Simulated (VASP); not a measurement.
# KTaO3 in VASP: further runs, part 3 of 3

VASP 6.6.1. The steps go on from the part before.

## 5. Electric field gradients, PBE (volume scaled by 0.98)

INCAR

```
PREC     = Accurate       # precision mode
ENCUT    = 520            # plane-wave cutoff, eV
EDIFF    = 1E-8           # SCF threshold, eV
ISMEAR   = -1             # smearing method
SIGMA    = 0.01           # smearing width, eV
LREAL    = F              # projectors in reciprocal space
LASPH    = T              # aspherical terms in the spheres
NELM     = 60             # most SCF steps
ALGO     = Normal         # electronic algorithm
ISIF     = 2              # what is computed and relaxed
LWAVE    = F              # write WAVECAR
LCHARG   = F              # write CHGCAR
GGA      = PE             # functional
LEFG     = T            
NBANDS   = 27             # bands
```

KPOINTS

```
regular mesh
0
Gamma
  5 5 5
```

POSCAR

```
KTaO3
1.0
    3.9615320794      0.0000000000      0.0000000000
    0.0000000000      3.9615320794      0.0000000000
    0.0000000000      0.0000000000      3.9615320794
K Ta O
1 1 3
Direct
    0.5000000000      0.5000000000      0.5000000000
    0.0000000000      0.0000000000      0.0000000000
    0.5000000000      0.0000000000      0.0000000000
    0.0000000000      0.5000000000      0.0000000000
    0.0000000000      0.0000000000      0.5000000000
```

Potentials or basis: VASP PAW PBE potentials, release 64 (K_sv, Ta_pv, O).

Command:

```sh
cat potpaw_PBE.64/K_sv/POTCAR potpaw_PBE.64/Ta_pv/POTCAR potpaw_PBE.64/O/POTCAR > POTCAR
mpirun -np 1 vasp_std > vasp.out
```

OUTCAR:

```text
PREC = Accurate
   ENCUT = 520
   EDIFF = 1E-8
   ISMEAR = -1
   LREAL = F
   LASPH = T
   NELM = 60
   ISIF = 2
   GGA = PE

 ion  position               nearest neighbor table
   1  0.500  0.500  0.500-   3 2.80   4 2.80   5 2.80   3 2.80   4 2.80   3 2.80   5 2.80   3 2.80
                             4 2.80   5 2.80   4 2.80   5 2.80   2 3.43   2 3.43   2 3.43   2 3.43
   2  0.000  0.000  0.000-   3 1.98   4 1.98   5 1.98   5 1.98   4 1.98   3 1.98   1 3.43   1 3.43
                             1 3.43   1 3.43   1 3.43   1 3.43   1 3.43   1 3.43
   3  0.500  0.000  0.000-   2 1.98   2 1.98   1 2.80   1 2.80   1 2.80   1 2.80
   4  0.000  0.500  0.000-   2 1.98   2 1.98   1 2.80   1 2.80   1 2.80   1 2.80
   5  0.000  0.000  0.500-   2 1.98   2 1.98   1 2.80   1 2.80   1 2.80   1 2.80

  LATTYP: Found a simple cubic cell.
 ALAT       =     3.9615320794

  Lattice vectors:

 A1 = (   3.9615320794,   0.0000000000,   0.0000000000)
 A2 = (   0.0000000000,   3.9615320794,   0.0000000000)
 A3 = (   0.0000000000,   0.0000000000,   3.9615320794)

Analysis of symmetry for initial positions (statically):
=====================================================================
 Subroutine PRICEL returns:
 Original cell was already a primitive cell.

 Routine SETGRP: Setting up the symmetry group for a
 simple cubic supercell.

 Subroutine GETGRP returns: Found 48 space group operations
 (whereof 48 operations were pure point group operations)
 out of a pool of 48 trial point group operations.

The static configuration has the point symmetry O_h .

Analysis of symmetry for dynamics (positions and initial velocities):
=====================================================================
 Subroutine PRICEL returns:
 Original cell was already a primitive cell.

 Routine SETGRP: Setting up the symmetry group for a
 simple cubic supercell.

 Subroutine GETGRP returns: Found 48 space group operations
 (whereof 48 operations were pure point group operations)
 out of a pool of 48 trial point group operations.

The dynamic configuration has the point symmetry O_h .

 Subroutine INISYM returns: Found 48 space group operations
 (whereof 48 operations are pure point group operations),
 and found     1 'primitive' translations

----------------------------------------------------------------------------------------

                                     Primitive cell

  volume of cell :      62.1712

  direct lattice vectors                    reciprocal lattice vectors
     3.961532079  0.000000000  0.000000000     0.252427591  0.000000000  0.000000000
     0.000000000  3.961532079  0.000000000     0.000000000  0.252427591  0.000000000
     0.000000000  0.000000000  3.961532079     0.000000000  0.000000000  0.252427591

  length of vectors
     3.961532079  3.961532079  3.961532079     0.252427591  0.252427591  0.252427591

  position of ions in fractional coordinates (direct lattice)
     0.500000000  0.500000000  0.500000000
     0.000000000  0.000000000  0.000000000
     0.500000000  0.000000000  0.000000000
     0.000000000  0.500000000  0.000000000
     0.000000000  0.000000000  0.500000000

[... 79 lines left out ...]
   ISMEAR =    -1;   SIGMA  =   0.01  broadening in eV -4-tet -1-fermi 0-gaus
   EFERMI_NEDOS =   21; number of points for ismear=-14 and -15
   IALGO  =     38    algorithm
   IMIX   =      4    mixing-type and parameters
     AMIX     =   0.40;   BMIX     =  1.00
     AMIX_MAG =   1.60;   BMIX_MAG =  1.00
  volume/ion in A,a.u.               =      12.43        83.91
  Fermi-wavevector in a.u.,A,eV,Ry     =   1.389332  2.625458 26.262574  1.930245
  Thomas-Fermi vector in A             =   2.513373
   LORBIT       =      0    0 simple, 1 ext, 2 COOP (PROOUT), +10 PAW based schemes
   GGA     = PE    functional components
[... 5 lines left out ...]
 non-spin polarized calculation
  energy-cutoff  :      520.00
  volume of cell :       62.17
 maximum number of plane-waves:      1743
 NGX is ok and might be reduce to    30
   NGX = 15   NGY = 15   NGZ = 15

 number of electron      37.9999980 magnetization

 Free energy of the ion-electron system (eV)
  ---------------------------------------------------
  ext. energy  EPLUGINS =         0.00000000
  ---------------------------------------------------
  free energy    TOTEN  =       -40.95747422 eV

  energy without entropy =      -40.95747422  energy(sigma->0) =      -40.95747422

 E-fermi :   2.1325     XC(G=0): -10.9795

 val. band max:        1.8279406416   @ k =   0.4000   0.4000   0.4000
 cond. band min:       4.1592637990   @ k =   0.0000   0.0000   0.0000
 fundamental gap:      2.3313231574
 Fermi energy:         2.1325053125

 k-point     1 :       0.0000    0.0000    0.0000
  band No.  band energies     occupation
      1     -32.0954      2.00000
      2     -32.0954      2.00000
      3     -32.0954      2.00000
      4     -25.3642      2.00000
      5     -15.6826      2.00000
      6     -14.9708      2.00000
[... 289 lines left out ...]
     26      13.3921      0.00000
     27      13.8097      0.00000

------------------------ aborting loop because EDIFF is reached ----------------------------------------

  FORCE on cell =-STRESS in cart. coord.  units (eV):
  Direction    XX          YY          ZZ          XY          YZ          ZX
  --------------------------------------------------------------------------------------
  -------------------------------------------------------------------------------------
  Total        4.1294463      4.1294463      4.1294463     -0.0000000      0.0000000     -0.0000000
  in kB      106.4174570    106.4174570    106.4174570     -0.0000000      0.0000000     -0.0000000
  external PRESSURE =     106.4174570 kB  Pullay stress =       0.0000000 kB

 VOLUME and BASIS-vectors are now :
 -----------------------------------------------------------------------------
  energy-cutoff  :      520.00
  volume of cell :       62.17
      direct lattice vectors                 reciprocal lattice vectors
     3.961532079  0.000000000  0.000000000     0.252427591  0.000000000  0.000000000
     0.000000000  3.961532079  0.000000000     0.000000000  0.252427591  0.000000000
     0.000000000  0.000000000  3.961532079     0.000000000  0.000000000  0.252427591

 POSITION                                       TOTAL-FORCE (eV/Angst)
 -----------------------------------------------------------------------------------
      1.98077      1.98077      1.98077         0.000000      0.000000      0.000000
      0.00000      0.00000      0.00000         0.000000      0.000000      0.000000
      1.98077      0.00000      0.00000         0.000000      0.000000      0.000000
      0.00000      1.98077      0.00000         0.000000      0.000000      0.000000
      0.00000      0.00000      1.98077         0.000000      0.000000      0.000000
 -----------------------------------------------------------------------------------
    total drift:                                0.000000     -0.000000      0.000000

  FREE ENERGIE OF THE ION-ELECTRON SYSTEM (eV)
  ---------------------------------------------------
  free  energy   TOTEN  =       -40.9574742250 eV

  energy  without entropy=      -40.9574742250  energy(sigma->0) =      -40.95747422

 Electric field gradients (V/A^2)
---------------------------------------------------------------------
 ion       V_xx      V_yy      V_zz      V_xy      V_xz      V_yz
---------------------------------------------------------------------
   1       0.000     0.000    -0.000     0.000    -0.000     0.000
   2       0.000     0.000     0.000     0.000     0.000    -0.000
   3      16.722    -8.361    -8.361     0.000    -0.000     0.000
   4      -8.361    16.722    -8.361     0.000     0.000    -0.000
   5      -8.361    -8.361    16.722    -0.000     0.000    -0.000
---------------------------------------------------------------------

 Electric field gradients after diagonalization (V/A^2)
 (convention: |V_zz| > |V_xx| > |V_yy|)
----------------------------------------------------------------------
 ion       V_xx      V_yy      V_zz     asymmetry (V_yy - V_xx)/ V_zz
----------------------------------------------------------------------
   1       0.000    -0.000     0.000      -0.981
   2       0.000     0.000     0.000      -0.814
   3      -8.361    -8.361    16.722       0.000
   4      -8.361    -8.361    16.722       0.000
   5      -8.361    -8.361    16.722       0.000
----------------------------------------------------------------------

           NMR quadrupolar parameters

 Cq : quadrupolar parameter    Cq=e*Q*V_zz/h
 eta: asymmetry parameters     (V_yy - V_xx)/ V_zz
 Q  : nuclear electric quadrupole moment in mb (millibarn)
----------------------------------------------------------------------
 ion       Cq(MHz)       eta       Q (mb)
----------------------------------------------------------------------
   1       0.000      -0.981       1.000
   2       0.000      -0.814       1.000
   3       0.040       0.000       1.000
   4       0.040       0.000       1.000
   5       0.040       0.000       1.000
----------------------------------------------------------------------
```

Run time: 27 s. Hardware: 1 thread of Intel Xeon Platinum 8259CL at 2.50GHz (Skylake/Cascade Lake), shared host; peak memory 0.17 GiB.

Results:

| Item | Value |
| --- | --- |
| Free energy | -40.9575 eV |
| Pressure | 10.6 GPa |
| Band gap on the k mesh | 2.33 eV, indirect (least direct gap 2.83 eV) |

Levels at points of the mesh, in eV from the valence-band top:
```csv
k point,band 15,band 16,band 17,band 18,band 19,band 20,band 21,band 22,band 23,band 24
"(0.00, 0.00, 0.00)",-0.98,-0.98,-0.50,-0.50,-0.50,2.33,2.33,2.33,6.90,7.11
```

Electric field gradients, principal values (V/Å²):
```
atom   least  middle  greatest (by size)
 1 K   0.000   0.000               0.000
2 Ta   0.000   0.000               0.000
 3 O  -8.361  -8.361              16.722
 4 O  -8.361  -8.361              16.722
 5 O  -8.361  -8.361              16.722
```

Caveat: without QUAD_EFG the Cq values of the log hold for a quadrupole moment of 1 mb, not for the nuclei; spin-orbit coupling is left out, which moves the levels of the heavy elements. A k mesh can miss the band edges.

## 6. The runs side by side

| cell | gap on the mesh (eV) | pressure (GPa) |
| --- | --- | --- |
| a = 3.988, b = 3.988, c = 3.948 Å, 5 atoms | 2.30 | 8.3 |
| a = 3.988, b = 3.988, c = 4.068 Å, 5 atoms | 2.22 | 2.1 |
| a = 3.907 Å, 5 atoms | 2.43 | 21.4 |
| a = 3.962 Å, 5 atoms | 2.33 | 10.6 |

Alike in all rows: task electric field gradients; level PBE; potentials or basis VASP PAW PBE potentials, release 64 (K_sv, Ta_pv, O); no spin polarisation; k mesh 5 × 5 × 5; cutoff (eV) 520; smearing fermi-dirac 0.01 eV.

Caveats: spin-orbit coupling is left out, which moves the levels of the heavy elements.

Absolute energies hang on the potentials; compare differences alone.
